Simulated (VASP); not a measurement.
# BPd4 (P1) in VASP: further runs

BPd4 is run at these levels: PBE; tasks: single point.

All numbers are computed with VASP 6.6.1; they aren't measurements. Logs are shortened: lines on timing, memory, paths and dates and some standing lists are left out, and cuts for length are marked.

## 1. The cell of the first run

The typed cell holds 5 atoms: a = 2.892 Å, b = 4.365 Å, c = 5.856 Å, α = 90.00°, β = 90.00°, γ = 90.00°.

## 2. Single point, PBE

INCAR

```
SYSTEM = BPd4
PREC = Accurate
ENCUT = 520
EDIFF = 1E-6
ISMEAR = 1
SIGMA = 0.05
LREAL = .FALSE.
LASPH = .TRUE.
NELM = 80
ALGO = Fast
ISIF = 2
LWAVE = .FALSE.
LCHARG = .TRUE.
GGA = PE
LELF = .TRUE.
LVHAR = .TRUE.
NBANDS = 30
```

KPOINTS

```
Automatic mesh
0
G
  7 5 4
  0 0 0
```

POSCAR

```
BPd4
1.0
    2.8920299704      0.0000000000      0.0000000000
    0.0000000000      4.3650077954      0.0000000000
    0.0000000000      0.0000000000      5.8563150000
Pd B
4 1
Direct
    0.4997860000     -0.0013280000      0.1979700000
    0.0072420000     -0.0162850000      0.6056660000
    0.0008850000      0.5186000000      0.3229410000
    0.5020220000      0.5034260000      0.8645260000
    0.4972590000     -0.0053940000      0.8653290000
```

Potentials or basis: VASP PAW PBE potentials, release 64 (Pd, B).

Run with:

```bash
> cat potpaw_PBE.64/Pd/POTCAR potpaw_PBE.64/B/POTCAR > POTCAR
> mpirun -np 1 vasp_std > vasp.out
```

OUTCAR:

```text
SYSTEM = BPd4
   PREC = Accurate
   ENCUT = 520
   EDIFF = 1E-6
   ISMEAR = 1
   LREAL = .FALSE.
   LASPH = .TRUE.
   NELM = 80
   ISIF = 2
   GGA = PE

 ion  position               nearest neighbor table
   1  0.500  0.999  0.198-   5 1.95   3 2.65   3 2.65   2 2.78   3 2.79   3 2.79   2 2.80   4 2.91
                             4 2.94
   2  0.007  0.984  0.606-   5 2.08   5 2.12   3 2.62   1 2.78   1 2.80   3 2.86   4 2.96   4 2.97
                             4 3.08   4 3.10
   3  0.001  0.519  0.323-   2 2.62   1 2.65   1 2.65   1 2.79   1 2.79   2 2.86   4 3.05   4 3.05

   4  0.502  0.503  0.865-   5 2.14   5 2.22   1 2.91   1 2.94   2 2.96   2 2.97   3 3.05   3 3.05
                             2 3.08   2 3.10
   5  0.497  0.995  0.865-   1 1.95   2 2.08   2 2.12   4 2.14   4 2.22

  LATTYP: Found a simple orthorhombic cell.
 ALAT       =     2.8920299704
 B/A-ratio  =     1.5093231537
 C/A-ratio  =     2.0249842014

  Lattice vectors:

 A1 = (   2.8920299704,   0.0000000000,   0.0000000000)
 A2 = (   0.0000000000,   4.3650077954,   0.0000000000)
 A3 = (   0.0000000000,   0.0000000000,   5.8563150000)

Analysis of symmetry for initial positions (statically):
=====================================================================
 Subroutine PRICEL returns:
 Original cell was already a primitive cell.

 Routine SETGRP: Setting up the symmetry group for a
 simple orthorhombic supercell.

 Subroutine GETGRP returns: Found  1 space group operations
 (whereof  1 operations were pure point group operations)
 out of a pool of  8 trial point group operations.

The static configuration has the point symmetry C_1 .

Analysis of symmetry for dynamics (positions and initial velocities):
=====================================================================
 Subroutine PRICEL returns:
 Original cell was already a primitive cell.

 Routine SETGRP: Setting up the symmetry group for a
 simple orthorhombic supercell.

 Subroutine GETGRP returns: Found  1 space group operations
 (whereof  1 operations were pure point group operations)
 out of a pool of  8 trial point group operations.

The dynamic configuration has the point symmetry C_1 .

 Subroutine INISYM returns: Found  1 space group operations
 (whereof  1 operations are pure point group operations),
 and found     1 'primitive' translations

----------------------------------------------------------------------------------------

                                     Primitive cell

  volume of cell :      73.9286

  direct lattice vectors                    reciprocal lattice vectors
     2.892029970  0.000000000  0.000000000     0.345777883  0.000000000  0.000000000
     0.000000000  4.365007795  0.000000000     0.000000000  0.229094665  0.000000000
     0.000000000  0.000000000  5.856315000     0.000000000  0.000000000  0.170755842

  length of vectors
     2.892029970  4.365007795  5.856315000     0.345777883  0.229094665  0.170755842

  position of ions in fractional coordinates (direct lattice)
     0.499786000  0.998672000  0.197970000
     0.007242000  0.983715000  0.605666000
     0.000885000  0.518600000  0.322941000
     0.502022000  0.503426000  0.864526000
     0.497259000  0.994606000  0.865329000

  ion indices of the primitive-cell ions
   primitive index   ion index
                 1           1
                 2           2
                 3           3
                 4           4
                 5           5

----------------------------------------------------------------------------------------

 KPOINTS: Automatic mesh

Automatic generation of k-mesh.
 Grid dimensions read from file:
 generate k-points for:    7    5    4

 Generating k-lattice:

  Cartesian coordinates                     Fractional coordinates (reciprocal lattice)
     0.049396840  0.000000000  0.000000000     0.142857143  0.000000000  0.000000000
     0.000000000  0.045818933  0.000000000     0.000000000  0.200000000  0.000000000
     0.000000000  0.000000000  0.042688961     0.000000000  0.000000000  0.250000000

  Length of vectors
     0.049396840  0.045818933  0.042688961

  Shift w.r.t. Gamma in fractional coordinates (k-lattice)
     0.000000000  0.000000000  0.000000000

 Subroutine IBZKPT returns following result:
 ===========================================

 Found     71 irreducible k-points:

 Following reciprocal coordinates:
            Coordinates               Weight
  0.000000  0.000000  0.000000      1.000000
  0.142857  0.000000  0.000000      2.000000
  0.285714  0.000000  0.000000      2.000000
  0.428571  0.000000  0.000000      2.000000
  0.000000  0.200000  0.000000      2.000000
  0.142857  0.200000  0.000000      2.000000
[... 16 lines left out ...]
  0.285714  0.000000 -0.250000      2.000000
  0.428571  0.000000  0.250000      2.000000
 [... further k-points ...]
   k-points           NKPTS =     71   k-points in BZ     NKDIM =     71   number of bands    NBANDS=     30
   number of dos      NEDOS =    301   number of ions     NIONS =      5
   total plane-waves  NPLWV =  36864
   dimension x,y,z NGX =    24 NGY =   32 NGZ =   48
   dimension x,y,z NGXF=    48 NGYF=   64 NGZF=   96
   ions per type =               4   1
   NGX,Y,Z   is equivalent  to a cutoff of  13.80, 12.19, 13.63 a.u.
   NGXF,Y,Z  is equivalent  to a cutoff of  27.59, 24.38, 27.25 a.u.
 SYSTEM =  BPd4
   PREC   = accura    normal or accurate (medium, high low for compatibility)
   ISTART =      0    job   : 0-new  1-cont  2-samecut
   ICHARG =      2    charge: 1-file 2-atom 10-const
   ISPIN  =      1    spin polarized calculation?
   LNONCOLLINEAR =      F non collinear calculations
   LSORBIT =      F    spin-orbit coupling
   LASPH  =      T    aspherical Exc in radial PAW
   ENCUT  =  520.0 eV  38.22 Ry    6.18 a.u.   5.38  8.12 10.89*2*pi/ulx,y,z
   NELM   =     80;   NELMIN=  2; NELMDL= -5     # of ELM steps
   EDIFF  = 0.1E-05   stopping-criterion for ELM
   LREAL  =      F    real-space projection
[... 7 lines left out ...]
   TEBEG  =    0.0;   TEEND  =   0.0 temperature during run
   PSTRESS=    0.0 pullay stress
   NELECT =      43.0000    total number of electrons
   NUPDOWN=      -1.0000    fix difference up-down
   EMIN   =  10.00;   EMAX   =-10.00  energy-range for DOS
   EFERMI =   0.00;   METHOD = LEGACY
   ISMEAR =     1;   SIGMA  =   0.05  broadening in eV -4-tet -1-fermi 0-gaus
   EFERMI_NEDOS =   21; number of points for ismear=-14 and -15
   IALGO  =     68    algorithm
   IMIX   =      4    mixing-type and parameters
     AMIX     =   0.40;   BMIX     =  1.00
     AMIX_MAG =   1.60;   BMIX_MAG =  1.00
  volume/ion in A,a.u.               =      14.79        99.78
  Fermi-wavevector in a.u.,A,eV,Ry     =   1.366554  2.582413 25.408482  1.867471
  Thomas-Fermi vector in A             =   2.492685
   LORBIT       =      0    0 simple, 1 ext, 2 COOP (PROOUT), +10 PAW based schemes
   GGA     = PE    functional components
   LHFCALC =     F    Hartree Fock is set to
   AEXX    =    0.0000 exact exchange contribution
   IVDW    =     0    specifies the selected vdW correction
   LEPSILON=     F    determine dielectric tensor
   LRPA    =     F    only Hartree local field effects (RPA)
 non-spin polarized calculation
 RMM-DIIS sequential band-by-band and
 Methfessel and Paxton  Order N= 1 SIGMA  =   0.05
  energy-cutoff  :      520.00
  volume of cell :       73.93
 maximum number of plane-waves:      2008
 NGX is ok and might be reduce to    24
   NGX = 11   NGY = 17   NGZ = 21

 number of electron      43.0000007 magnetization

 Free energy of the ion-electron system (eV)
  ---------------------------------------------------
  ext. energy  EPLUGINS =         0.00000000
  ---------------------------------------------------
  free energy    TOTEN  =       -27.40258158 eV

  energy without entropy =      -27.40239675  energy(sigma->0) =      -27.40251997

 E-fermi :   8.0690     XC(G=0): -12.3099

 val. band max:        8.0632604072   @ k =   0.4286   0.0000   0.0000
 cond. band min:       8.0779587275   @ k =   0.2857   0.4000   0.5000
 fundamental gap:      0.0146983203
 Fermi energy:         8.0690356928

 k-point     1 :       0.0000    0.0000    0.0000
  band No.  band energies     occupation
      1      -1.3613      2.00000
      2       2.5909      2.00000
      3       2.9501      2.00000
      4       3.4370      2.00000
      5       3.4833      2.00000
      6       4.0732      2.00000
[... 22 lines left out ...]
     29      16.8041      0.00000
     30      17.8672      0.00000

 k-point     2 :       0.1429    0.0000    0.0000
  band No.  band energies     occupation
      1      -1.1010      2.00000
      2       2.8274      2.00000
      3       3.2280      2.00000
      4       3.4958      2.00000
      5       3.5710      2.00000
      6       4.1258      2.00000
[... 22 lines left out ...]
     29      17.0385      0.00000
     30      18.2189      0.00000

 k-point     3 :       0.2857    0.0000    0.0000
  band No.  band energies     occupation
      1      -0.4606      2.00000
      2       2.8374      2.00000
      3       3.4285      2.00000
      4       3.5782      2.00000
      5       3.8417      2.00000
      6       4.1736      2.00000
[... 22 lines left out ...]
     29      16.5892      0.00000
     30      17.7266      0.00000

 k-point     4 :       0.4286    0.0000    0.0000
  band No.  band energies     occupation
      1       0.1230      2.00000
      2       2.7744      2.00000
      3       3.3697      2.00000
      4       3.5460      2.00000
      5       3.5808      2.00000
      6       3.9607      2.00000
[... 616 lines left out ...]
     29      15.9555      0.00000
     30      17.8177      0.00000

 k-point    23 :       0.2857    0.0000   -0.2500
  band No.  band energies     occupation
      1      -0.4382      2.00000
      2       2.9262      2.00000
      3       3.3287      2.00000
      4       3.6323      2.00000
      5       3.8307      2.00000
      6       4.1708      2.00000
[... 22 lines left out ...]
     29      15.9834      0.00000
     30      17.8170      0.00000

 k-point    24 :       0.4286    0.0000    0.2500
  band No.  band energies     occupation
      1       0.0365      2.00000
      2       2.6944      2.00000
      3       3.2639      2.00000
      4       3.5516      2.00000
      5       3.9475      2.00000
      6       4.0776      2.00000
[... 22 lines left out ...]
     29      16.9297      0.00000
     30      17.0316      0.00000

 [... further k-points ...]

------------------------ aborting loop because EDIFF is reached ----------------------------------------

  FORCE on cell =-STRESS in cart. coord.  units (eV):
  Direction    XX          YY          ZZ          XY          YZ          ZX
  --------------------------------------------------------------------------------------
  -------------------------------------------------------------------------------------
  Total       -1.1944473      0.1372509     -0.5483004      0.0107997      0.1618791      0.1420341
  in kB      -25.8860237      2.9744971    -11.8827483      0.2340517      3.5082396      3.0781580
  external PRESSURE =     -11.5980916 kB  Pullay stress =       0.0000000 kB

 VOLUME and BASIS-vectors are now :
 -----------------------------------------------------------------------------
  energy-cutoff  :      520.00
  volume of cell :       73.93
      direct lattice vectors                 reciprocal lattice vectors
     2.892029970  0.000000000  0.000000000     0.345777883  0.000000000  0.000000000
     0.000000000  4.365007795  0.000000000     0.000000000  0.229094665  0.000000000
     0.000000000  0.000000000  5.856315000     0.000000000  0.000000000  0.170755842

 POSITION                                       TOTAL-FORCE (eV/Angst)
 -----------------------------------------------------------------------------------
      1.44540      4.35921      1.15937         0.032382      0.765301     -0.416883
      0.02094      4.29392      3.54697        -0.108149      0.693180      1.215797
      0.00256      2.26369      1.89124        -0.021781     -1.245736     -0.108131
      1.45186      2.19746      5.06294         0.017237     -0.364715      0.063098
      1.43809      4.34146      5.06764         0.080310      0.151970     -0.753881
 -----------------------------------------------------------------------------------
    total drift:                                0.000128      0.000096     -0.000515

  FREE ENERGIE OF THE ION-ELECTRON SYSTEM (eV)
  ---------------------------------------------------
  free  energy   TOTEN  =       -27.4025815804 eV

  energy  without entropy=      -27.4023967453  energy(sigma->0) =      -27.40251997
```

Run time: 4.3 min. Hardware: 1 thread of Oxide Virtual Turin-like, shared host; peak memory 0.23 GiB.

What came out:

```yaml
Free_energy: -27.4026 eV
Pressure: -1.2 GPa
Largest_force: 1.404 eV/Å
Band_gap_on_the_k_mesh: zero (an odd number of electrons rules out a gap without spin polarisation)
```

Forces on the atoms (eV/Å):
```
Pd   0.032  0.765 -0.417
Pd  -0.108  0.693  1.216
Pd  -0.022 -1.246 -0.108
Pd   0.017 -0.365  0.063
B    0.080  0.152 -0.754
```

Caveat: forces of over 1 eV/Å act on the atoms, so gaps and moduli don't describe the material at rest.

## 3. Single point, PBE

INCAR

```
PREC     = Accurate       # precision mode
ENCUT    = 520            # plane-wave cutoff, eV
EDIFF    = 1E-6           # SCF threshold, eV
ISMEAR   = 1              # smearing method
SIGMA    = 0.05           # smearing width, eV
LREAL    = F              # projectors in reciprocal space
LASPH    = T              # aspherical terms in the spheres
NELM     = 60             # most SCF steps
ALGO     = Fast           # electronic algorithm
ISIF     = 2              # what is computed and relaxed
LWAVE    = F              # write WAVECAR
LCHARG   = T              # write CHGCAR
GGA      = PE             # functional
LELF     = T              # ELF
LVHAR    = T            
NBANDS   = 30             # bands
```

KPOINTS

```
regular mesh
0
Gamma
  7 5 4
```

POSCAR is that of step 2.

Potentials or basis: VASP PAW PBE potentials, release 64 (Pd, B).

Run with:

```bash
> cat potpaw_PBE.64/Pd/POTCAR potpaw_PBE.64/B/POTCAR > POTCAR
> mpirun -np 1 vasp_std > vasp.out
```

Wall time 4.4 min (1 thread of Oxide Virtual Turin-like, shared host); peak memory 0.23 GiB.

The run converged. Its results:

```
Free energy            : -27.4026 eV
Pressure               : -1.2 GPa
Largest force          : 1.404 eV/Å
Band gap on the k mesh : zero (an odd number of electrons rules out a gap without spin polarisation)
```

Forces in eV/Å, atoms in the order of the input:
```
Pd   0.032  0.765 -0.417
Pd  -0.108  0.693  1.216
Pd  -0.022 -1.246 -0.108
Pd   0.017 -0.365  0.063
B    0.080  0.152 -0.754
```

Stress tensor (GPa, compression positive):
```
-2.59  0.02  0.31
 0.02  0.30  0.35
 0.31  0.35 -1.19
```

Levels at points of the mesh, in eV from the Fermi level:
| k point | band 17 | band 18 | band 19 | band 20 | band 21 | band 22 | band 23 | band 24 | band 25 | band 26 |
| --- | --- | --- | --- | --- | --- | --- | --- | --- | --- | --- |
| (0.00, 0.00, 0.00) | -1.54 | -1.42 | -1.18 | -0.85 | -0.57 | -0.34 | 0.05 | 0.38 | 4.99 | 5.30 |
| (0.00, 0.00, 0.50) | -1.70 | -1.29 | -1.26 | -1.14 | -0.83 | 0.04 | 1.52 | 1.70 | 4.41 | 4.97 |

Caveat: forces of over 1 eV/Å act on the atoms, so gaps and moduli don't describe the material at rest.
